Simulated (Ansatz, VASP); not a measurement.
# Ba3YW in VASP and in Ansatz

The input INCAR:

```
SYSTEM = Ba3YW
PREC     = Accurate       ! precision mode
ENCUT    = 520            ! plane-wave cutoff, eV
EDIFF    = 1E-6           ! SCF threshold, eV
ISMEAR   = 0              ! smearing method
SIGMA    = 0.1            ! smearing width, eV
LREAL    = .FALSE.        ! projectors in reciprocal space
LASPH    = .TRUE.         ! aspherical terms in the spheres
NELM     = 80             ! most SCF steps
ALGO     = Fast           ! electronic algorithm
ISIF     = 2              ! what is computed and relaxed
LWAVE    = .FALSE.        ! write WAVECAR
LCHARG   = .FALSE.        ! write CHGCAR
GGA      = PE             ! functional
NBANDS   = 36             ! bands
```

File KPOINTS:

```
regular mesh
0
G
  4 4 2
  0 0 0
```

Contents of POSCAR:

```
Ba3YW
1.0
    4.5868773500      0.0000000000      0.0000000000
    0.0000000000      4.5868773500      0.0000000000
    0.0000000000      0.0000000000      7.8866530900
Ba Y W
3 1 1
Direct
    0.0000000000      0.0000000000      0.3098703600
    0.0000000000      0.0000000000      0.6901296400
    0.5000000000      0.5000000000      0.0000000000
    0.5000000000      0.5000000000      0.5000000000
    0.0000000000      0.0000000000      0.0000000000
```

Input for Ansatz:

```yaml
crystal:
  lattice:
    - [4.58687735, 0.0, 0.0]
    - [0.0, 4.58687735, 0.0]
    - [0.0, 0.0, 7.88665309]
  atoms:
    - { symbol: Ba, position: [0.0, 0.0, 0.30987036] }
    - { symbol: Ba, position: [0.0, 0.0, 0.69012964] }
    - { symbol: Ba, position: [0.5, 0.5, 0.0] }
    - { symbol: "Y", position: [0.5, 0.5, 0.5] }
    - { symbol: W, position: [0.0, 0.0, 0.0] }
basis:
  ecutwfc: 420
kpoints:
  mp_grid: { grid: [4, 4, 2] }
hamiltonian:
  xc: pbe
scf:
  occupations: { method: gaussian, width: 0.1 }
  lower_state_search: "off"
output:
  forces: true
  stress: true
  eigenvalues: true
```

Alike in both runs: task single point; functional PBE; k mesh 4 × 4 × 2; occupations gaussian, width 0.1 eV; no spin polarisation.

```csv
,VASP,Ansatz
version,VASP 6.6.1,Ansatz 0.2.0
potentials or method,"VASP PAW PBE potentials, release 64 (Ba_sv, Y_sv, W_sv), cutoff 520 eV","scalar-relativistic, plane waves, PAW"
valence electrons in the cell,55,55
```

|  | VASP | Ansatz | Ansatz less VASP |
| --- | --- | --- | --- |
| gap on the k mesh at the Fermi level (eV) | none | none | - |
| pressure (GPa) | 11.5 | 9.4 | -2.08 |
| traceless stress, the component that is largest in VASP (GPa) | 16.33 | 13.12 | -3.203 |
| rms of the force components (eV/Å) | 0.504 | 0.164 | -0.3402 |

Atom by atom the forces differ by 0.340 eV/Å (rms over components). A gap of «none» marks a metal or a gap that the smearing closes. One of these differences is far larger than is usual between the two programs; its cause wasn't traced.

The k mesh is coarse, so the values compare programs but aren't converged. Neither program's run includes spin-orbit coupling.
